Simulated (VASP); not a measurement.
Crystal: LiF (Griceite).

```xyz
2
Lattice="0.0000 2.0140 2.0140 2.0140 0.0000 2.0140 2.0140 2.0140 0.0000" Properties=species:S:1:pos:R:3 pbc="T T T"
F     2.0140    2.0140    2.0140
Li    0.0000    0.0000    0.0000
```

| Property | Result |
| --- | --- |
| Program | VASP 6.6.1 |
| Task | relaxation of cell and atoms |
| Functional | PBEsol |
| Dispersion | D3(BJ) |
| Potentials or basis | VASP PAW PBE potentials, release 64 (F, Li_sv) |
| Cutoff | 600 eV |
| k mesh | 11 × 11 × 11 |
| Occupations | gaussian, width 0.01 eV |
| Spin | no spin polarisation |

At the start: pressure -4.5 GPa; volume 8.17 Å³/atom.

Question: Where does the relaxation end?

Answer: Over 3 steps the energy falls by 7.4 meV/atom and the volume is 7.67 Å³/atom (-6.1 %); space group Fm-3m (No. 225, to 0.05 Å).

Step by step:
| step | energy change (eV) | largest force (eV/Å) | pressure (GPa) | volume (Å³) |
| --- | --- | --- | --- | --- |
| 1 | 0.0000 | 0.0000 | -4.50 | 16.34 |
| 2 | -0.0114 | 0.0000 | -2.29 | 15.80 |
| 3 | -0.0149 | 0.0000 | -0.06 | 15.34 |

Final structure:
```
F Li
1.0
     0.00000    1.97223    1.97223
     1.97223    0.00000    1.97223
     1.97223    1.97223    0.00000
F Li
1 1
Direct
  0.50000 0.50000 0.50000
  0.00000 0.00000 0.00000
```

Caveat: the cutoff is under 1.25 times the usual one of these potentials, so pressure, stress and relaxed cells hold a basis-set (Pulay) error; the PAW data sets were made with another functional, which shifts forces and pressure a little.
